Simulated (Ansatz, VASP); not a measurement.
# LiF in VASP and in Ansatz

```
CELL_PARAMETERS angstrom
0.00000 2.01400 2.01400
2.01400 0.00000 2.01400
2.01400 2.01400 0.00000
ATOMIC_POSITIONS crystal
Li 0.12413 0.12413 0.87587
F 0.50000 0.50000 0.50000
```

Change from the starting cell: all Li atoms moved -0.500 Å, as atom 1 towards its neighbour atom 2 (F) at 2.014 Å.

Alike in both runs: task single point; functional PBE; k mesh 10 × 10 × 10; occupations gaussian, width 0.05 eV; no spin polarisation.

|  | VASP | Ansatz |
| --- | --- | --- |
| version | VASP 6.6.1 | Ansatz 0.2.0 |
| potentials or method | VASP PAW PBE potentials, release 64 (Li_sv, F), cutoff 520 eV | scalar-relativistic, plane waves, PAW |
| valence electrons in the cell | 10 | 10 |

|  | VASP | Ansatz | Ansatz less VASP |
| --- | --- | --- | --- |
| gap on the k mesh at the Fermi level (eV) | 8.73 | 8.74 | +0.009 |
| least direct gap on the mesh (eV) | 8.73 | 8.74 | +0.009 |
| rms of the force components (eV/Å) | 2.116 | 1.967 | -0.1486 |

Atom by atom the forces differ by 0.149 eV/Å (rms over components).

Noted on VASP's run: the cutoff is short for stress, so the pressure is rough.
